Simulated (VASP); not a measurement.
Input of a VASP 6.6.1 run:

INCAR

```
ALGO = Fast
EDIFF = 1E-7
ENCUT = 520
GGA = PS
ISIF = 2
ISMEAR = -1
LASPH = True
LCHARG = False
LREAL = False
LWAVE = False
NBANDS = 30
NELM = 80
PREC = Accurate
SIGMA = 0.05
```

Contents of KPOINTS:

```
k-points
0
Gamma
  8 8 3
```

File POSCAR:

```
Y
1.0
    3.6425441402      0.0000000000      0.0000000000
   -1.8212720701      3.1545357598      0.0000000000
    0.0000000000      0.0000000000     11.8441303500
Y
4
Direct
    0.6777760000      0.3332840000      0.7514500000
   -0.0014280000     -0.0106300000      0.5045890000
    0.3412610000      0.6721800000      0.2527310000
   -0.0009510000     -0.0075590000     -0.0009290000
```

Potentials or basis: VASP PAW PBE potentials, release 64 (Y_sv).

Command:

```console
$ cat potpaw_PBE.64/Y_sv/POTCAR > POTCAR
$ mpirun -np 1 vasp_std > vasp.out
```

**Question.** Predict the band gap on the k mesh.

**Answer.** Zero (bands 22 and 23 overlap by 1.02 eV).

**Question.** Estimate the pressure.

**Answer.** -3.6 GPa.

**Question.** Estimate the largest force.

**Answer.** 0.100 eV/Å.

Stress tensor (GPa, compression positive):
```
-3.39 -0.03  0.00
-0.03 -3.41  0.00
 0.00  0.00 -3.94
```

Caveat: the cell differs from its parent crystal (atoms moved at random); the cell stands under tension; the PAW data sets were made with another functional, which shifts forces and pressure a little.
